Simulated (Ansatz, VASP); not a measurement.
## One calculation of BAs, two programs

The input POSCAR:

```
BAs
1.0
    3.4003508765      0.0000000000      0.0000000000
   -1.7001754383      2.9447902409      0.0000000000
    0.0000000000      0.0000000000     24.0232183101
As B
4 4
Direct
    0.0000000000      0.0000000000      0.3121979704
    0.3333333333      0.6666666667      0.4277684502
    0.6666666667      0.3333333333      0.5433389299
    0.0000000000      0.0000000000      0.6589094096
    0.3333333333      0.6666666667      0.3410905904
    0.6666666667      0.3333333333      0.4566610701
    0.0000000000      0.0000000000      0.5722315498
    0.3333333333      0.6666666667      0.6878020296
```

INCAR.step1

```
PREC = Accurate
ENCUT = 520
ISMEAR = 0
SIGMA = 0.05
LREAL = F
LASPH = T
NELM = 80
LDIPOL = T
IDIPOL = 3
DIPOL = 0.5 0.5 0.500
NBANDS = 26
GGA = PE
ALGO = Normal
EDIFF = 1E-4
LWAVE = T
LCHARG = F
```

Contents of INCAR.step2:

```
PREC = Accurate
ENCUT = 520
EDIFF = 1E-7
ISMEAR = 0
SIGMA = 0.05
LREAL = F
LASPH = T
NELM = 80
ALGO = Normal
ISIF = 2
LWAVE = F
LCHARG = F
LDIPOL = T
IDIPOL = 3
DIPOL = 0.5 0.5 0.500
METAGGA = R2SCAN
LMIXTAU = T
NBANDS = 26
ISTART = 1
```

Contents of KPOINTS:

```
regular mesh
0
Gamma
  9 9 1
```

Input for Ansatz:

```yaml
crystal:
  lattice:
    - [3.4003508765, 0.0, 0.0]
    - [-1.7001754383, 2.9447902409, 0.0]
    - [0.0, 0.0, 24.0232183101]
  atoms:
    - { symbol: As, position: [0.0, 0.0, 0.3121979704] }
    - { symbol: B, position: [0.3333333333, 0.6666666667, 0.3410905904] }
    - { symbol: As, position: [0.3333333333, 0.6666666667, 0.4277684502] }
    - { symbol: B, position: [0.6666666667, 0.3333333333, 0.4566610701] }
    - { symbol: As, position: [0.6666666667, 0.3333333333, 0.5433389299] }
    - { symbol: B, position: [0.0, 0.0, 0.5722315498] }
    - { symbol: As, position: [0.0, 0.0, 0.6589094096] }
    - { symbol: B, position: [0.3333333333, 0.6666666667, 0.6878020296] }
basis:
  ecutwfc: 500
kpoints:
  mp_grid: { grid: [9, 9, 1] }
hamiltonian:
  xc: r2scan
scf:
  occupations: { method: gaussian, width: 0.05 }
output:
  forces: true
  stress: true
  eigenvalues: true
  write_density: true
  write_potential: true
  elf: true
  volumetric_format: npy
efield:
  axis: 3
  dipole_correction: true
  ramp_width: 0.04
```

Alike in both runs: task single point; functional r2SCAN; k mesh 9 × 9 × 1; occupations gaussian, width 0.05 eV; no spin polarisation.

|  | VASP | Ansatz |
| --- | --- | --- |
| version | VASP 6.6.1 | Ansatz 0.2.0 |
| potentials or method | VASP PAW PBE potentials, release 64 (As, B), cutoff 520 eV | scalar-relativistic, plane waves, PAW |
| valence electrons in the cell | 32 | 72 |

```csv
,VASP,Ansatz,Ansatz less VASP
gap on the k mesh at the Fermi level (eV),none,none,-
rms of the force components (eV/Å),0.631,0.631,+0.0005
```

VASP's potentials were made for PBE, not for r2SCAN. A gap of «none» marks a metal or a gap that the smearing closes. VASP's potentials hold 32 valence electrons a cell and Ansatz's 72, so a difference there can come from the potentials and not from the codes. Ansatz's warnings: vacuum below fermi, xc potential rough in thin density.
